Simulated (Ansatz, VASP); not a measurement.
NaF in VASP and in Ansatz

```
Na F
1.0
     0.00000    2.38138    2.20714
     2.38138    0.00000    2.20714
     2.38138    2.38138    0.00000
Na F
1 1
Direct
  0.00000 0.00000 0.00000
  0.50000 0.50000 0.50000
```

Change from the starting cell: strain +0.025 along x and y, -0.050 along z, atoms carried along.

Alike in both runs: task single point; functional PBE; k mesh 8 × 8 × 8; occupations gaussian, width 0.05 eV; no spin polarisation.

```csv
,VASP,Ansatz
version,VASP 6.6.1,Ansatz 0.2.0
potentials or method,"VASP PAW PBE potentials, release 64 (Na_pv, F), cutoff 520 eV","scalar-relativistic, plane waves, PAW"
valence electrons in the cell,14,16
```

Ansatz gave:

| Property | Result |
| --- | --- |
| gap on the k mesh at the Fermi level (eV) | 6.27 |
| least direct gap on the mesh (eV) | 6.27 |
| pressure (GPa) | 2.6 |
| traceless stress, the component that is largest in VASP (GPa) | 4.96 |

Estimate VASP's values.

gap on the k mesh at the Fermi level (eV): 6.25; least direct gap on the mesh (eV): 6.25; pressure (GPa): 2.5; traceless stress, the component that is largest in VASP (GPa): 5.13.

The functional is the same, so the differences come from potentials, cutoffs and numerics. VASP's potentials hold 14 valence electrons a cell and Ansatz's 16, so a difference there can come from the potentials and not from the codes.
